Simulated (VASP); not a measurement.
WS2: single point with PBE+D3(BJ)

Crystal: WS2.

```
W S
1.0
     3.40654    0.00000    0.00000
    -1.70327    2.95015    0.00000
     0.00000    0.00000   11.16872
W S
2 4
Direct
  0.33333 0.66667 0.25000
  0.66667 0.33333 0.75000
  0.33333 0.66667 0.62029
  0.66667 0.33333 0.12029
  0.33333 0.66667 0.87971
  0.66667 0.33333 0.37971
```

This cell differs from its parent crystal: strain +0.080 along x and y, -0.080 along z.

* Program: VASP 6.6.1
* Task: single point
* Functional: PBE
* Dispersion: D3(BJ)
* Potentials or basis: VASP PAW PBE potentials, release 64 (W_sv, S)
* Cutoff: 520 eV
* k mesh: 12 × 12 × 4
* Occupations: gaussian, width 0.05 eV
* Spin: no spin polarisation
* Dipole correction: no
* Further INCAR settings: ALGO = Normal; EDIFF = 1e-06; NBANDS = 35

```json
{
 "Pressure": "-8.1 GPa",
 "Largest force": "0.649 eV/Å",
 "Band gap on the k mesh": "zero (band 26 reaches 7.41 eV, above the bottom of band 27 at 7.13 eV)",
 "Dispersion energy per atom": "-0.405 eV"
}
```

Forces in eV/Å, atoms in the order of the input:
```
W    0.000  0.000  0.000
W    0.000  0.000  0.000
S    0.000  0.000 -0.649
S    0.000  0.000 -0.649
S    0.000  0.000  0.649
S    0.000  0.000  0.649
```

Stress tensor (GPa, compression positive):
```
-16.74   0.00   0.00
  0.00 -16.74   0.00
  0.00   0.00   9.27
```

Levels at points of the mesh, in eV from the Fermi level:
```csv
k point,band 23,band 24,band 25,band 26,band 27,band 28,band 29,band 30
"(0.00, 0.00, 0.00)",-2.99,-0.27,-0.27,0.27,1.57,1.57,1.60,1.60
"(0.50, 0.00, 0.00)",-2.42,-2.02,-1.87,-1.30,1.07,1.19,1.35,1.35
"(0.00, 0.00, 0.50)",-1.89,-1.89,0.26,0.26,1.57,1.57,1.57,1.57
"(0.50, 0.00, 0.50)",-2.38,-2.38,-1.45,-1.45,1.13,1.13,1.35,1.35
```

It took 3 min on 1 thread of Intel(R) Xeon(R) Platinum 8488C (Sapphire Rapids), on a shared host, peak memory 0.35 GiB.

Caveat: the cell differs from its parent crystal (strain +0.080 along x and y, -0.080 along z); spin-orbit coupling is left out, which moves the levels of the heavy elements; pairwise dispersion overbinds metals, which lowers pressure and volume.
